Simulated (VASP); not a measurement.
Write the native input for VASP 6.6.1 that does the following.

| Item | Value |
| --- | --- |
| Task | single point |
| Functional | PBEsol |
| Potentials or basis | VASP PAW PBE potentials, release 64 (Be) |
| Cutoff | 520 eV |
| k mesh | 23 × 23 × 23 |
| Occupations | fermi-dirac, width 0.03 eV |
| Spin | no spin polarisation |
| Dipole correction | no |
| Further INCAR settings | ALGO = Normal; EDIFF = 1e-07; NBANDS = 7 |

The structure of Be lies in POSCAR:

```
Be
1.0
   -1.2531209513      1.2531209513      1.2656521608
    1.2531209513     -1.2531209513      1.2656521608
    1.2531209513      1.2531209513     -1.2656521608
Be
1
Direct
    0.0000000000      0.0000000000      0.0000000000
```

This cell differs from its parent crystal: zz strain of +1 %.

The input as run:

INCAR

```
  PREC = Accurate
  ENCUT = 520
  EDIFF = 1E-7
  ISMEAR = -1
  SIGMA = 0.03
  LREAL = F
  LASPH = T
  NELM = 80
  ALGO = Normal
  ISIF = 2
  LWAVE = F
  LCHARG = F
  GGA = PS
  NBANDS = 7
```

KPOINTS

```
regular mesh
0
Gamma
  23 23 23
```

Potentials or basis: VASP PAW PBE potentials, release 64 (Be).

The run is started by

```sh
$ cat potpaw_PBE.64/Be/POTCAR > POTCAR
$ mpirun -np 1 vasp_std > vasp.out
```

Results of the run:

| Property | Result |
| --- | --- |
| Pressure | -2.8 GPa |
| Band gap on the k mesh | zero (band 1 reaches 11.45 eV, above the bottom of band 2 at 6.55 eV) |

Caveat: the cell differs from its parent crystal (zz strain of +1 %); the PAW data sets were made with another functional, which shifts forces and pressure a little.

It took 22 s on 1 thread of Intel(R) Xeon(R) Platinum 8488C (Sapphire Rapids), with other jobs on the host, peak memory 0.14 GiB.
